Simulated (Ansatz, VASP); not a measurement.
**Two plane-wave programs on GaP**

```xyz
2
Lattice="3.8541 0.0000 0.0000 1.9270 3.3377 0.0000 1.9270 1.1126 3.1468" Properties=species:S:1:pos:R:3 pbc="T T T"
Ga    0.0000    0.0000    0.0000
P     1.9270    1.1126    0.7867
```

Alike in both runs: task single point; functional PBEsol; dispersion D4; k mesh 6 × 6 × 6; occupations fermi-dirac, width 0.02 eV; no spin polarisation.

|  | VASP | Ansatz |
| --- | --- | --- |
| version | VASP 6.6.1 | Ansatz 0.2.0 |
| potentials or method | VASP PAW PBE potentials, release 64 (Ga_d, P), cutoff 520 eV | plane waves, PAW |
| valence electrons in the cell | 18 | 18 |

|  | VASP | Ansatz | Ansatz less VASP |
| --- | --- | --- | --- |
| gap on the k mesh at the Fermi level (eV) | 1.51 | 1.51 | -0.003 |

VASP's potentials were made for PBE, not for PBEsol. Ansatz's warnings: settled levels scf threshold loose.
